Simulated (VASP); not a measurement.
# BN (P6_3/mmc) in VASP: notebook, part 2 of 2

VASP 6.6.1. Earlier steps stand in the parts before.

### 3 Relaxation of shape and atoms at fixed volume, PBE (volume scaled by 1.040)

Contents of INCAR:

```
SYSTEM = BN
PREC = Accurate
ENCUT = 600
EDIFF = 1E-6
ISMEAR = 0
SIGMA = 0.05
LREAL = .False.
LASPH = .True.
NELM = 60
ALGO = Normal
ISIF = 4
LWAVE = .False.
LCHARG = .False.
GGA = PE
IBRION = 2
NSW = 60
EDIFFG = -0.01
```

Contents of KPOINTS:

```
regular mesh
0
Gamma
  16 16 4
  0 0 0
```

Contents of POSCAR:

```
BN
1.0
    2.5288243639      0.0000000000      0.0000000000
   -1.2644121819      2.1900261409      0.0000000000
    0.0000000000      0.0000000000      8.6080474921
B N
2 2
Direct
    0.3333333333      0.6666666667      0.2500000000
    0.6666666667      0.3333333333      0.7500000000
    0.3333333333      0.6666666667      0.7500000000
    0.6666666667      0.3333333333      0.2500000000
```

Potentials or basis: VASP PAW PBE potentials, release 64 (B, N).

Launch:

```
$ cat potpaw_PBE.64/B/POTCAR potpaw_PBE.64/N/POTCAR > POTCAR
$ mpirun -np 1 vasp_std > vasp.out
```

OUTCAR:

```text
SYSTEM = BN
   PREC = Accurate
   ENCUT = 600
   EDIFF = 1E-6
   ISMEAR = 0
   LREAL = .False.
   LASPH = .True.
   NELM = 60
   ISIF = 4
   GGA = PE
   IBRION = 2
   NSW = 60
   EDIFFG = -0.01

 ion  position               nearest neighbor table
   1  0.333  0.667  0.250-   4 1.46   4 1.46   4 1.46
   2  0.667  0.333  0.750-   3 1.46   3 1.46   3 1.46
   3  0.333  0.667  0.750-   2 1.46   2 1.46   2 1.46
   4  0.667  0.333  0.250-   1 1.46   1 1.46   1 1.46

  LATTYP: Found a hexagonal cell.
 ALAT       =     2.5288243639
 C/A-ratio  =     3.4039720650

  Lattice vectors:

 A1 = (   2.5288243639,   0.0000000000,   0.0000000000)
 A2 = (  -1.2644121819,   2.1900261409,   0.0000000000)
 A3 = (   0.0000000000,   0.0000000000,   8.6080474921)

Analysis of symmetry for initial positions (statically):
[... 278 lines left out ...]
      4      -4.6387      2.00000
      5      -1.0278      2.00000
      6      -1.0278      2.00000
      7      -1.0264      2.00000
      8      -1.0264      2.00000
      9       4.6406      0.00000
     10       7.6873      0.00000
     11       9.8797      0.00000
     12      11.8298      0.00000
[... 331 lines left out ...]
 k-point    24 :       0.2500    0.1875    0.0000
  band No.  band energies     occupation
      1     -14.8720      2.00000
      2     -14.8574      2.00000
      3      -6.7197      2.00000
      4      -6.7146      2.00000
      5      -4.7470      2.00000
      6      -4.7425      2.00000
      7      -1.6921      2.00000
      8      -1.3906      2.00000
      9       6.7495      0.00000
     10       6.9313      0.00000
     11       8.9908      0.00000
     12      12.2381      0.00000

 [... further k-points ...]

------------------------ aborting loop because EDIFF is reached ----------------------------------------

  FORCE on cell =-STRESS in cart. coord.  units (eV):
  Direction    XX          YY          ZZ          XY          YZ          ZX
  --------------------------------------------------------------------------------------
  -------------------------------------------------------------------------------------
  Total       -0.0573550     -0.0573550     -0.0591661     -0.0000000      0.0000000      0.0000000
  in kB       -1.9275670     -1.9275670     -1.9884339     -0.0000000      0.0000000      0.0000000
  external PRESSURE =      -1.9478560 kB  Pullay stress =       0.0000000 kB
[... 19 lines left out ...]
  FREE ENERGIE OF THE ION-ELECTRON SYSTEM (eV)
  ---------------------------------------------------
  free  energy   TOTEN  =       -35.2142277222 eV

  energy  without entropy=      -35.2142277222  energy(sigma->0) =      -35.21422772

 reached required accuracy - stopping structural energy minimisation
```

OSZICAR:

```text
N       E                     dE             d eps       ncg     rms          rms(c)
DAV:   1     0.841692648078E+02    0.84169E+02   -0.86124E+03  2176   0.133E+03
DAV:   2    -0.320780562121E+02   -0.11625E+03   -0.10415E+03  3140   0.282E+02
DAV:   3    -0.387056126557E+02   -0.66276E+01   -0.65842E+01  2744   0.739E+01
[... 21 lines left out ...]
       N       E                     dE             d eps       ncg     rms          rms(c)
DAV:   1    -0.352142980302E+02   -0.88894E-04   -0.32287E-03  2216   0.508E-01    0.358E-02
DAV:   2    -0.352142505703E+02    0.47460E-04   -0.50315E-05  2552   0.648E-02    0.202E-02
DAV:   3    -0.352142281663E+02    0.22404E-04   -0.43935E-05  2664   0.500E-02    0.515E-03
DAV:   4    -0.352142277222E+02    0.44415E-06   -0.22511E-06  2016   0.159E-02
   3 F= -.35214228E+02 E0= -.35214228E+02  d E =-.975177E-02
```

Wall time 48 s (1 thread of AMD EPYC 9R45 (Zen 5), shared host); peak memory 0.17 GiB.

What came out:

- Free energy: -35.2142 eV
- Energy gained by relaxing: 2.4 meV/atom
- Ionic steps: 3
- Pressure after relaxing: -0.2 GPa
- Band gap on the k mesh: 4.36 eV, indirect (least direct gap 4.75 eV)

Step by step:
```tsv
step	energy change (eV)	largest force (eV/Å)	pressure (GPa)	volume (Å³)
1	0.0000	0.0000	-3.62	47.67
2	-0.0097	0.0000	-0.35	47.67
3	-0.0098	0.0000	-0.19	47.67
```

Final structure:
```
CELL_PARAMETERS angstrom
2.51266 0.00000 0.00000
-1.25633 2.17603 0.00000
0.00000 0.00000 8.71916
ATOMIC_POSITIONS crystal
B 0.33333 0.66667 0.25000
B 0.66667 0.33333 0.75000
N 0.33333 0.66667 0.75000
N 0.66667 0.33333 0.25000
```

Caveat: the cell differs from its parent crystal (volume scaled by 1.040); this functional lacks dispersion, which binds the layers, so the pressure and a relaxed spacing across them are unreliable. A k mesh can miss the band edges.

### 4 Relaxation of cell and atoms, PBE

This run uses another cell than the first one, of 9.13 Å³/atom, 0.781 times its volume.

Contents of INCAR:

```
ALGO     = Normal         # electronic algorithm
EDIFF    = 1E-7           # SCF threshold, eV
EDIFFG   = -0.01          # ionic threshold
ENCUT    = 600            # plane-wave cutoff, eV
GGA      = PE             # functional
IBRION   = 2              # ionic algorithm
ISIF     = 3              # what is computed and relaxed
ISMEAR   = 0              # smearing method
LASPH    = True           # aspherical terms in the spheres
LCHARG   = False          # write CHGCAR
LREAL    = False          # projectors in reciprocal space
LWAVE    = False          # write WAVECAR
NELM     = 100            # most SCF steps
NSW      = 80             # ionic steps
PREC     = Accurate       # precision mode
SIGMA    = 0.05           # smearing width, eV
```

Contents of KPOINTS:

```
k-points
0
Gamma
  16 16 6
```

Contents of POSCAR:

```
BN
1.0
    2.5123106747      0.0000000000      0.0000000000
   -1.2561553374      2.1757248665      0.0000000000
    0.0000000000      0.0000000000      6.6833303951
B N
2 2
Direct
    0.3333333333      0.6666666667      0.2500000000
    0.6666666667      0.3333333333      0.7500000000
    0.3333333333      0.6666666667      0.7500000000
    0.6666666667      0.3333333333      0.2500000000
```

Launch:

```
$ cat potpaw_PBE.64/B/POTCAR potpaw_PBE.64/N/POTCAR > POTCAR
$ mpirun -np 1 vasp_std > vasp.out
```

Wall time 2.2 min (1 thread of AMD EPYC 9R45 (Zen 5), shared host); peak memory 0.16 GiB.

It converged, with:

```
Free energy                            : -35.2014 eV
Relaxed volume                         : 10.53 Å³/atom
Relaxed cell                           : a = 2.512 Å, b = 2.512 Å, c = 7.709 Å, α = 90.00°, β = 90.00°, γ = 120.00°
Space group after relaxing (to 0.05 Å) : P6_3/mmc (No. 194)
Energy gained by relaxing              : 8.7 meV/atom
Ionic steps                            : 7
Pressure after relaxing                : 0.0 GPa
Band gap on the k mesh                 : 4.49 eV, indirect (least direct gap 4.71 eV)
```

Stress tensor (GPa, compression positive):
```
 0.06  0.00  0.00
 0.00  0.06  0.00
 0.00  0.00 -0.07
```

Step by step:
```tsv
step	energy change (eV)	largest force (eV/Å)	pressure (GPa)	volume (Å³)
1	0.0000	0.0000	0.80	36.53
2	-0.0036	0.0000	0.80	36.77
3	-0.0129	0.0000	0.83	37.49
4	-0.0253	0.0000	0.98	38.92
5	-0.0337	0.0000	1.34	41.78
6	-0.0296	0.0000	-2.75	42.90
7	-0.0348	0.0000	0.02	42.13
```

Final structure:
```
CELL_PARAMETERS angstrom
2.51207 0.00000 0.00000
-1.25604 2.17552 0.00000
0.00000 0.00000 7.70899
ATOMIC_POSITIONS crystal
B 0.33333 0.66667 0.25000
B 0.66667 0.33333 0.75000
N 0.33333 0.66667 0.75000
N 0.66667 0.33333 0.25000
```

Levels at points of the mesh, in eV from the valence-band top:
```tsv
k point	band 4	band 5	band 6	band 7	band 8	band 9	band 10	band 11	band 12
(0.00, 0.00, 0.00)	-4.68	-1.34	-1.34	-1.34	-1.34	4.60	8.58	10.94	11.51
(0.50, 0.00, 0.00)	-8.83	-4.12	-4.10	-1.10	-0.69	4.49	5.16	9.41	9.89
(0.00, 0.00, 0.50)	-5.21	-1.34	-1.34	-1.34	-1.34	6.21	6.21	11.52	11.52
(0.50, 0.00, 0.50)	-8.84	-4.11	-4.11	-0.89	-0.89	4.76	4.76	9.73	9.73
```

Caveat: the volume moved by over 15 % at a fixed basis, so the end points are rough; this functional lacks dispersion, which binds the layers, so the pressure and a relaxed spacing across them are unreliable; the volume moved by +15 % from the deposited cell, more than functionals usually miss.

### 5 The runs side by side

| task | cell | k mesh | gap on the mesh (eV) | pressure (GPa) | relaxed volume (Å³/atom) |
| --- | --- | --- | --- | --- | --- |
| relaxation of shape and atoms at fixed volume | relaxed from a = 2.529, b = 2.529, c = 8.443 Å, angles 90.0, 90.0, 120.0°, 4 atoms | 16 × 16 × 4 | 4.39 | -0.2 | 11.69 |
| relaxation of shape and atoms at fixed volume | relaxed from a = 2.529, b = 2.529, c = 8.608 Å, angles 90.0, 90.0, 120.0°, 4 atoms | 16 × 16 × 4 | 4.36 | -0.2 | 11.92 |
| relaxation of cell and atoms | relaxed from a = 2.512, b = 2.512, c = 6.683 Å, angles 90.0, 90.0, 120.0°, 4 atoms | 16 × 16 × 6 | 4.49 | 0.0 | 10.53 |

Alike in all rows: level PBE; potentials or basis VASP PAW PBE potentials, release 64 (B, N); no spin polarisation; cutoff (eV) 600; smearing gaussian 0.05 eV.

Caveats: this functional lacks dispersion, which binds the layers, so the pressure and a relaxed spacing across them are unreliable; the volume moved by over 15 % at a fixed basis, so the end points are rough (some runs); the volume moved by +15 % from the deposited cell, more than functionals usually miss (some runs).

Absolute energies hang on the potentials; compare differences alone.
